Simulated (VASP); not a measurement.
Set up this calculation in VASP 6.6.1, as the native input.

```
Task                   : single point
Functional             : r2SCAN
Potentials or basis    : VASP PAW PBE potentials, release 64 (Au)
Cutoff                 : 520 eV
k mesh                 : 11 × 11 × 11
Occupations            : fermi-dirac, width 0.05 eV
Spin                   : no spin polarisation
Dipole correction      : no
Further INCAR settings : ALGO = Normal; EDIFF = 1e-06; NBANDS = 12
```

Au:

```
Au
1.0
    -1.68977    1.68977    1.68977
     1.68977   -1.68977    1.68977
     1.68977    1.68977   -1.68977
Au
1
Direct
  0.00000 0.00000 0.00000
```

One way to write it, as run:

POSCAR

```
Au
1.0
   -1.6897727226      1.6897727226      1.6897727226
    1.6897727226     -1.6897727226      1.6897727226
    1.6897727226      1.6897727226     -1.6897727226
Au
1
Direct
    0.0000000000      0.0000000000      0.0000000000
```

INCAR.step1

```
  ALGO = Normal
  EDIFF = 1E-4
  ENCUT = 520
  GGA = PE
  ISMEAR = -1
  LASPH = T
  LCHARG = F
  LREAL = F
  LWAVE = T
  NBANDS = 12
  NELM = 100
  PREC = Accurate
  SIGMA = 0.05
```

INCAR.step2

```
  ALGO = Normal
  EDIFF = 1E-6
  ENCUT = 520
  ISIF = 2
  ISMEAR = -1
  ISTART = 1
  LASPH = T
  LCHARG = F
  LMIXTAU = T
  LREAL = F
  LWAVE = F
  METAGGA = R2SCAN
  NBANDS = 12
  NELM = 100
  PREC = Accurate
  SIGMA = 0.05
```

KPOINTS

```
k-points
0
Gamma
  11 11 11
```

Potentials or basis: VASP PAW PBE potentials, release 64 (Au).

The run is started by

```console
$ cat potpaw_PBE.64/Au/POTCAR > POTCAR
$ cp INCAR.step1 INCAR
$ mpirun -np 1 vasp_std > vasp.out
$ cp INCAR.step2 INCAR
$ mpirun -np 1 vasp_std > vasp.out
```

Results of the run:

```yaml
Pressure: -10.1 GPa
```

Caveat: the PAW data sets were made with another functional, which shifts forces and pressure a little.

Run time: 26 s on 1 thread of Intel(R) Xeon(R) Platinum 8375C CPU @ 2.90GHz (Ice Lake), on a shared host, peak memory 0.15 GiB.
